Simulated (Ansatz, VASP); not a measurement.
One calculation of SnO, two programs

INCAR

```
ALGO = Normal
DIPOL = 0.5 0.5 0.415
EDIFF = 1E-6
ENCUT = 520
GGA = PE
IDIPOL = 3
ISIF = 2
ISMEAR = 0
IVDW = 12
LASPH = T
LCHARG = F
LDIPOL = T
LREAL = F
LWAVE = F
NBANDS = 50
NELM = 100
PREC = Accurate
SIGMA = 0.05
```

File KPOINTS:

```
k-points
0
Gamma
  7 7 1
```

POSCAR

```
SnO
1.0
    3.8201528543      0.0002954551      0.0000000000
   -0.0003145191      3.8201528528      0.0000000000
    0.0000000000      0.0000000000     22.2260743460
Sn O
4 4
Direct
    0.9999452911      0.9999452911      0.2024649036
    0.4999452911      0.4999452911      0.3087831466
    0.9999452911      0.4999452911      0.5202464904
    1.4999452911      0.9999452911      0.6265647333
    0.9999461074      0.4999461074      0.2556240251
    0.4999461074      0.9999461074      0.2556240251
    0.9999444748      0.9999444748      0.5734056119
    1.4999444748      0.4999444748      0.5734056119
```

Input for Ansatz:

```yaml
crystal:
  lattice:
    - [3.8201528543, 0.0002954551, 0.0]
    - [-0.0003145191, 3.8201528528, 0.0]
    - [0.0, 0.0, 22.226074346]
  atoms:
    - { symbol: Sn, position: [0.9999452911, 0.9999452911, 0.2024649036] }
    - { symbol: O, position: [0.9999461074, 0.4999461074, 0.2556240251] }
    - { symbol: O, position: [0.4999461074, 0.9999461074, 0.2556240251] }
    - { symbol: Sn, position: [0.4999452911, 0.4999452911, 0.3087831466] }
    - { symbol: Sn, position: [0.9999452911, 0.4999452911, 0.5202464904] }
    - { symbol: O, position: [0.9999444748, 0.9999444748, 0.5734056119] }
    - { symbol: O, position: [1.4999444748, 0.4999444748, 0.5734056119] }
    - { symbol: Sn, position: [1.4999452911, 0.9999452911, 0.6265647333] }
basis:
  ecutwfc: 420
kpoints:
  mp_grid: { grid: [7, 7, 1] }
hamiltonian:
  xc: pbe
  pseudopotentials: { kind: paw, azcp: { folder: soft_1 } }
  dispersion: d3bj
scf:
  occupations: { method: gaussian, width: 0.05 }
output:
  forces: true
  eigenvalues: true
efield:
  axis: 3
  dipole_correction: true
  ramp_width: 0.04
```

Alike in both runs: task single point; functional PBE; dispersion D3(BJ); k mesh 7 × 7 × 1; occupations gaussian, width 0.05 eV; no spin polarisation.

|  | VASP | Ansatz |
| --- | --- | --- |
| version | VASP 6.6.1 | Ansatz 0.2.0 |
| potentials or method | VASP PAW PBE potentials, release 64 (Sn_d, O), cutoff 520 eV | scalar-relativistic, plane waves, PAW |
| valence electrons in the cell | 80 | 80 |

VASP gave:

```
gap on the k mesh at the Fermi level (eV) : 2.65
least direct gap on the mesh (eV)         : 2.67
rms of the force components (eV/Å)        : 0.050
```

Problem. Which values does Ansatz return?

Solution. gap on the k mesh at the Fermi level (eV): 2.69; least direct gap on the mesh (eV): 2.72; rms of the force components (eV/Å): 0.016.

Ansatz's warnings: structure snapped to symmetry.
